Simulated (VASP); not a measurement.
# Ti11CO24 (a cell with a defect) (Rutile) in VASP: single point with PBE

Aim: the single point of Ti11CO24 (a cell with a defect) (Rutile) with PBE.

Program: VASP 6.6.1. These are calculated values, not measurements. Logs are shortened: lines on timing, memory, paths and dates and some standing lists are left out, and cuts for length are marked.

### 1 The cell of the first run

The cell holds a defect, 36 atoms: a = 6.494 Å, b = 6.494 Å, c = 8.872 Å, α = 90.00°, β = 90.00°, γ = 90.00°.

### 2 Single point, PBE

INCAR

```
PREC = Accurate
ENCUT = 520
EDIFF = 1E-6
ISMEAR = -1
SIGMA = 0.01
LREAL = Auto
LASPH = True
NELM = 100
ALGO = Normal
ISIF = 2
LWAVE = False
LCHARG = False
GGA = PE
NBANDS = 164
```

KPOINTS

```
regular mesh
0
Gamma
  3 3 2
```

POSCAR

```
Ti11CO24
1.0
    4.5922000000      4.5922000000      0.0000000000
   -4.5922000000      4.5922000000      0.0000000000
    0.0000000000      0.0000000000      8.8722000000
C Ti O
1 11 24
Direct
    0.0000000000      0.0000000000      0.0000000000
    0.0000000000      0.0000000000      0.3262641638
    0.0000000000      0.0000000000      0.6737358362
    0.5000000000      0.5000000000      0.0000000000
    0.5000000000      0.5000000000      0.3321148830
    0.5000000000      0.5000000000      0.6678851170
    0.5000000000      0.0000000000      0.1598918619
    0.5000000000      0.0000000000      0.5000000000
    0.5000000000      0.0000000000      0.8401081381
    0.0000000000      0.5000000000      0.1603566896
    0.0000000000      0.5000000000      0.5000000000
    0.0000000000      0.5000000000      0.8396433104
    0.3102202600      0.0000000000      0.0000000000
    0.2998811655      0.0000000000      0.3342526171
    0.2998811655      0.0000000000      0.6657473829
    0.8028754546      0.5000000000      0.0000000000
    0.8080427006      0.5000000000      0.3270554437
    0.8080427006      0.5000000000      0.6729445563
    0.5000000000      0.3061999111      0.1675148190
    0.5000000000      0.3052617774      0.5000000000
    0.5000000000      0.3061999111      0.8324851810
    0.0000000000      0.8312844513      0.1324751266
    0.0000000000      0.8023283102      0.5000000000
    0.0000000000      0.8312844513      0.8675248734
    0.6897797400      0.0000000000      0.0000000000
    0.7001188345      0.0000000000      0.3342526171
    0.7001188345      0.0000000000      0.6657473829
    0.1971245454      0.5000000000      0.0000000000
    0.1919572994      0.5000000000      0.3270554437
    0.1919572994      0.5000000000      0.6729445563
    0.5000000000      0.6938000889      0.1675148190
    0.5000000000      0.6947382226      0.5000000000
    0.5000000000      0.6938000889      0.8324851810
    0.0000000000      0.1687155487      0.1324751266
    0.0000000000      0.1976716898      0.5000000000
    0.0000000000      0.1687155487      0.8675248734
```

Potentials or basis: VASP PAW PBE potentials, release 64 (C, Ti_sv, O).

The run is started by

```sh
$ cat potpaw_PBE.64/C/POTCAR potpaw_PBE.64/Ti_sv/POTCAR potpaw_PBE.64/O/POTCAR > POTCAR
$ mpirun -np 1 vasp_std > vasp.out
```

OUTCAR:

```text
PREC = Accurate
   ENCUT = 520
   EDIFF = 1E-6
   ISMEAR = -1
   LREAL = Auto
   LASPH = True
   NELM = 100
   ISIF = 2
   GGA = PE

 ion  position               nearest neighbor table
   1  0.000  0.000  0.000-  22 1.61  24 1.61  34 1.61  36 1.61  13 2.01  25 2.01
   2  0.000  0.000  0.326-  14 1.95  26 1.95  23 2.01  35 2.01  34 2.04  22 2.04
   3  0.000  0.000  0.674-  15 1.95  27 1.95  23 2.01  35 2.01  24 2.04  36 2.04
   4  0.500  0.500  0.000-  19 1.95  21 1.95  31 1.95  33 1.95  16 1.97  28 1.97
   5  0.500  0.500  0.332-  19 1.93  31 1.93  20 1.95  32 1.95  17 2.00  29 2.00
   6  0.500  0.500  0.668-  21 1.93  33 1.93  32 1.95  20 1.95  18 2.00  30 2.00
   7  0.500  0.000  0.160-  13 1.88  25 1.88  19 1.99  31 1.99  26 2.02  14 2.02   9 2.84
   8  0.500  0.000  0.500-  14 1.96  15 1.96  26 1.96  27 1.96  20 1.98  32 1.98
   9  0.500  0.000  0.840-  13 1.88  25 1.88  21 1.99  33 1.99  27 2.02  15 2.02   7 2.84
  10  0.000  0.500  0.160-  16 1.91  28 1.91  17 1.93  29 1.93  22 2.17  34 2.17  12 2.85
  11  0.000  0.500  0.500-  23 1.96  35 1.96  17 1.98  29 1.98  30 1.98  18 1.98
  12  0.000  0.500  0.840-  16 1.91  28 1.91  18 1.93  30 1.93  24 2.17  36 2.17  10 2.85
  13  0.310  0.000  0.000-   7 1.88   9 1.88   1 2.01
  14  0.300  0.000  0.334-   2 1.95   8 1.96   7 2.02
  15  0.300  0.000  0.666-   3 1.95   8 1.96   9 2.02
  16  0.803  0.500  0.000-  10 1.91  12 1.91   4 1.97
  17  0.808  0.500  0.327-  10 1.93  11 1.98   5 2.00
  18  0.808  0.500  0.673-  12 1.93  11 1.98   6 2.00
[... 16 lines left out ...]
  35  0.000  0.198  0.500-  11 1.96   3 2.01   2 2.01
  36  0.000  0.169  0.868-   1 1.61   3 2.04  12 2.17

  LATTYP: Found a simple tetragonal cell.
 ALAT       =     6.4943515211
 C/A-ratio  =     1.3661410183

  Lattice vectors:

 A1 = (   4.5922000000,   4.5922000000,   0.0000000000)
 A2 = (  -4.5922000000,   4.5922000000,   0.0000000000)
 A3 = (   0.0000000000,   0.0000000000,   8.8722000000)

Analysis of symmetry for initial positions (statically):
=====================================================================
 Subroutine PRICEL returns:
 Original cell was already a primitive cell.

 Routine SETGRP: Setting up the symmetry group for a
 simple tetragonal supercell.

 Subroutine GETGRP returns: Found  8 space group operations
 (whereof  8 operations were pure point group operations)
 out of a pool of 16 trial point group operations.

The static configuration has the point symmetry D_2h.

Analysis of symmetry for dynamics (positions and initial velocities):
=====================================================================
 Subroutine PRICEL returns:
 Original cell was already a primitive cell.

 Routine SETGRP: Setting up the symmetry group for a
 simple tetragonal supercell.

 Subroutine GETGRP returns: Found  8 space group operations
 (whereof  8 operations were pure point group operations)
 out of a pool of 16 trial point group operations.

The dynamic configuration has the point symmetry D_2h.

 Subroutine INISYM returns: Found  8 space group operations
 (whereof  8 operations are pure point group operations),
 and found     1 'primitive' translations

----------------------------------------------------------------------------------------

                                     Primitive cell

  volume of cell :     374.1992

  direct lattice vectors                    reciprocal lattice vectors
     4.592200000  4.592200000  0.000000000     0.108880275  0.108880275  0.000000000
    -4.592200000  4.592200000  0.000000000    -0.108880275  0.108880275  0.000000000
     0.000000000  0.000000000  8.872200000     0.000000000  0.000000000  0.112711616

  length of vectors
     6.494351521  6.494351521  8.872200000     0.153979962  0.153979962  0.112711616

  position of ions in fractional coordinates (direct lattice)
     0.000000000  0.000000000  0.000000000
     0.000000000  0.000000000  0.326264164
     0.000000000  0.000000000  0.673735836
     0.500000000  0.500000000  0.000000000
     0.500000000  0.500000000  0.332114883
     0.500000000  0.500000000  0.667885117
[... 28 lines left out ...]
     0.000000000  0.197671690  0.500000000
     0.000000000  0.168715549  0.867524873

  ion indices of the primitive-cell ions
   primitive index   ion index
                 1           1
                 2           2
                 3           3
                 4           4
                 5           5
                 6           6
[... 28 lines left out ...]
                35          35
                36          36

----------------------------------------------------------------------------------------

 KPOINTS: regular mesh

Automatic generation of k-mesh.
 Grid dimensions read from file:
 generate k-points for:    3    3    2

 Generating k-lattice:

  Cartesian coordinates                     Fractional coordinates (reciprocal lattice)
     0.036293425  0.036293425  0.000000000     0.333333333  0.000000000  0.000000000
    -0.036293425  0.036293425  0.000000000     0.000000000  0.333333333  0.000000000
     0.000000000  0.000000000  0.056355808     0.000000000  0.000000000  0.500000000

  Length of vectors
     0.051326654  0.051326654  0.056355808

  Shift w.r.t. Gamma in fractional coordinates (k-lattice)
     0.000000000  0.000000000  0.000000000

 Subroutine IBZKPT returns following result:
 ===========================================

 Found      8 irreducible k-points:

 Following reciprocal coordinates:
            Coordinates               Weight
  0.000000  0.000000  0.000000      1.000000
  0.333333  0.000000  0.000000      2.000000
  0.000000  0.333333  0.000000      2.000000
  0.333333  0.333333  0.000000      4.000000
  0.000000  0.000000  0.500000      1.000000
  0.333333  0.000000  0.500000      2.000000
  0.000000  0.333333  0.500000      2.000000
  0.333333  0.333333  0.500000      4.000000
   k-points           NKPTS =      8   k-points in BZ     NKDIM =      8   number of bands    NBANDS=    164
   number of dos      NEDOS =    301   number of ions     NIONS =     36
   total plane-waves  NPLWV = 161280
   dimension x,y,z NGX =    48 NGY =   48 NGZ =   70
   dimension x,y,z NGXF=    96 NGYF=   96 NGZF=  140
   ions per type =               1  11  24
   NGX,Y,Z   is equivalent  to a cutoff of  12.29, 12.29, 13.12 a.u.
   NGXF,Y,Z  is equivalent  to a cutoff of  24.57, 24.57, 26.23 a.u.
 SYSTEM =  unknown system
   PREC   = accura    normal or accurate (medium, high low for compatibility)
   ISTART =      0    job   : 0-new  1-cont  2-samecut
   ICHARG =      2    charge: 1-file 2-atom 10-const
   ISPIN  =      1    spin polarized calculation?
   LNONCOLLINEAR =      F non collinear calculations
   LSORBIT =      F    spin-orbit coupling
   LASPH  =      T    aspherical Exc in radial PAW
   ENCUT  =  520.0 eV  38.22 Ry    6.18 a.u.  12.08 12.08 16.50*2*pi/ulx,y,z
   NELM   =    100;   NELMIN=  2; NELMDL= -5     # of ELM steps
   EDIFF  = 0.1E-05   stopping-criterion for ELM
   LREAL  =      T    real-space projection
   EDIFFG = 0.1E-04   stopping-criterion for IOM
   NSW    =      0    number of steps for IOM
   IBRION =     -1    ionic relax: 0-MD 1-quasi-New 2-CG
   NFREE  =      0    steps in history (QN), initial steepest desc. (CG)
   ISIF   =      2    stress and relaxation
   ISYM   =      2    0-nonsym 1-usesym 2-fastsym
   POTIM  = 0.5000    time-step for ionic-motion
   TEBEG  =    0.0;   TEEND  =   0.0 temperature during run
   PSTRESS=    0.0 pullay stress
   NELECT =     280.0000    total number of electrons
   NUPDOWN=      -1.0000    fix difference up-down
   EMIN   =  10.00;   EMAX   =-10.00  energy-range for DOS
   EFERMI =   0.00;   METHOD = LEGACY
   ISMEAR =    -1;   SIGMA  =   0.01  broadening in eV -4-tet -1-fermi 0-gaus
   EFERMI_NEDOS =   21; number of points for ismear=-14 and -15
   IALGO  =     38    algorithm
   IMIX   =      4    mixing-type and parameters
     AMIX     =   0.40;   BMIX     =  1.00
     AMIX_MAG =   1.60;   BMIX_MAG =  1.00
  volume/ion in A,a.u.               =      10.39        70.15
  Fermi-wavevector in a.u.,A,eV,Ry     =   1.486255  2.808614 30.054626  2.208953
  Thomas-Fermi vector in A             =   2.599564
   LORBIT       =      0    0 simple, 1 ext, 2 COOP (PROOUT), +10 PAW based schemes
   GGA     = PE    functional components
   LHFCALC =     F    Hartree Fock is set to
   AEXX    =    0.0000 exact exchange contribution
   IVDW    =     0    specifies the selected vdW correction
   LEPSILON=     F    determine dielectric tensor
   LRPA    =     F    only Hartree local field effects (RPA)
 non-spin polarized calculation
  energy-cutoff  :      520.00
  volume of cell :      374.20
 maximum number of plane-waves:     10086
   NGX = 25   NGY = 25   NGZ = 33

 number of electron     279.9999963 magnetization

 Free energy of the ion-electron system (eV)
  ---------------------------------------------------
  ext. energy  EPLUGINS =         0.00000000
  ---------------------------------------------------
  free energy    TOTEN  =      -310.25909690 eV

  energy without entropy =     -310.25909690  energy(sigma->0) =     -310.25909690

 E-fermi :   4.9057     XC(G=0): -11.3105

 val. band max:        4.6344161297   @ k =   0.0000   0.0000   0.0000
 cond. band min:       6.1612088860   @ k =   0.0000   0.0000   0.0000
 fundamental gap:      1.5267927563
 Fermi energy:         4.9056505786

 k-point     1 :       0.0000    0.0000    0.0000
  band No.  band energies     occupation
      1     -52.5925      2.00000
      2     -52.5571      2.00000
      3     -52.5559      2.00000
      4     -52.4709      2.00000
      5     -52.4590      2.00000
      6     -52.4031      2.00000
[... 144 lines left out ...]
    151       7.1759      0.00000
    152       7.2391      0.00000

 k-point     2 :       0.3333    0.0000    0.0000
  band No.  band energies     occupation
      1     -52.5924      2.00000
      2     -52.5571      2.00000
      3     -52.5559      2.00000
      4     -52.4708      2.00000
      5     -52.4590      2.00000
      6     -52.4032      2.00000
[... 1074 lines left out ...]
    151       7.2362      0.00000
    152       7.2899      0.00000
 [bands above 152 left out]

------------------------ aborting loop because EDIFF is reached ----------------------------------------

  FORCE on cell =-STRESS in cart. coord.  units (eV):
  Direction    XX          YY          ZZ          XY          YZ          ZX
  --------------------------------------------------------------------------------------
  -------------------------------------------------------------------------------------
  Total        4.5507015      4.5507015     -8.3735220      7.5861626      0.0000000      0.0000000
  in kB       19.4843548     19.4843548    -35.8522025     32.4810322      0.0000000      0.0000000
  external PRESSURE =       1.0388357 kB  Pullay stress =       0.0000000 kB

 VOLUME and BASIS-vectors are now :
 -----------------------------------------------------------------------------
  energy-cutoff  :      520.00
  volume of cell :      374.20
      direct lattice vectors                 reciprocal lattice vectors
     4.592200000  4.592200000  0.000000000     0.108880275  0.108880275  0.000000000
    -4.592200000  4.592200000  0.000000000    -0.108880275  0.108880275  0.000000000
     0.000000000  0.000000000  8.872200000     0.000000000  0.000000000  0.112711616

 POSITION                                       TOTAL-FORCE (eV/Angst)
 -----------------------------------------------------------------------------------
      0.00000      0.00000      0.00000         0.000000      0.000000      0.000000
      0.00000      0.00000      2.89468         0.000000      0.000000      0.011322
      0.00000      0.00000      5.97752         0.000000      0.000000     -0.011322
      0.00000      4.59220      0.00000         0.000000      0.000000      0.000000
      0.00000      4.59220      2.94659         0.000000      0.000000      0.021296
      0.00000      4.59220      5.92561         0.000000      0.000000     -0.021296
[... 28 lines left out ...]
     -0.90775      0.90775      4.43610        -0.005887      0.005887      0.000000
     -0.77478      0.77478      7.69685        -0.017347      0.017347      0.000570
 -----------------------------------------------------------------------------------
    total drift:                               -0.000000      0.000000      0.000000

  FREE ENERGIE OF THE ION-ELECTRON SYSTEM (eV)
  ---------------------------------------------------
  free  energy   TOTEN  =      -310.2590968979 eV

  energy  without entropy=     -310.2590968979  energy(sigma->0) =     -310.25909690
```

It took 20 min on 1 thread of AMD EPYC 9R45 (Zen 5), shared host; peak memory 0.54 GiB.

Results:

```yaml
Free_energy: -310.2591 eV
Pressure: 0.1 GPa
Largest_force: 0.113 eV/Å
Band_gap_on_the_k_mesh: 1.53 eV
```

Forces on the atoms (eV/Å):
```
C    0.000  0.000  0.000
Ti   0.000  0.000  0.011
Ti   0.000  0.000 -0.011
Ti   0.000  0.000  0.000
Ti   0.000  0.000  0.021
Ti   0.000  0.000 -0.021
Ti   0.000  0.000  0.094
Ti   0.000  0.000  0.000
Ti   0.000  0.000 -0.094
Ti   0.000  0.000 -0.005
Ti   0.000  0.000  0.000
Ti   0.000  0.000  0.005
O   -0.080 -0.080  0.000
O    0.004  0.004 -0.005
O    0.004  0.004  0.005
O   -0.033 -0.033  0.000
O   -0.021 -0.021  0.007
O   -0.021 -0.021 -0.007
O    0.026 -0.026 -0.002
O    0.017 -0.017  0.000
O    0.026 -0.026  0.002
O    0.017 -0.017 -0.001
O    0.006 -0.006  0.000
O    0.017 -0.017  0.001
O    0.080  0.080  0.000
O   -0.004 -0.004 -0.005
O   -0.004 -0.004  0.005
O    0.033  0.033  0.000
O    0.021  0.021  0.007
O    0.021  0.021 -0.007
O   -0.026  0.026 -0.002
O   -0.017  0.017  0.000
O   -0.026  0.026  0.002
O   -0.017  0.017 -0.001
O   -0.006  0.006  0.000
O   -0.017  0.017  0.001
```

Stress tensor (GPa, compression positive):
```
 1.95  3.25  0.00
 3.25  1.95  0.00
 0.00  0.00 -3.59
```
